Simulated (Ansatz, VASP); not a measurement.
CaS in VASP and in Ansatz

```
CELL_PARAMETERS angstrom
0.00000 2.85237 2.85237
2.85237 0.00000 2.85237
2.85237 2.85237 0.00000
ATOMIC_POSITIONS crystal
Ca 0.00000 0.00000 0.00000
S 0.50000 0.50000 0.50000
```

Alike in both runs: task single point; functional PBEsol; k mesh 6 × 6 × 6; occupations gaussian, width 0.1 eV; no spin polarisation.

|  | VASP | Ansatz |
| --- | --- | --- |
| version | VASP 6.6.1 | Ansatz 0.2.0 |
| potentials or method | VASP PAW PBE potentials, release 64 (Ca_sv, S), cutoff 500 eV | scalar-relativistic, plane waves, PAW |
| valence electrons in the cell | 16 | 16 |

Ansatz gave:

| Quantity | Value |
| --- | --- |
| gap on the k mesh at the Fermi level (eV) | 2.25 |
| least direct gap on the mesh (eV) | 3.07 |
| pressure (GPa) | -2.2 |

Q: What did VASP give for the same quantities?

A: gap on the k mesh at the Fermi level (eV): 2.25; least direct gap on the mesh (eV): 3.06; pressure (GPa): -2.0.

VASP's potentials were made for PBE, not for PBEsol. The functional is the same, so the differences come from potentials, cutoffs and numerics.
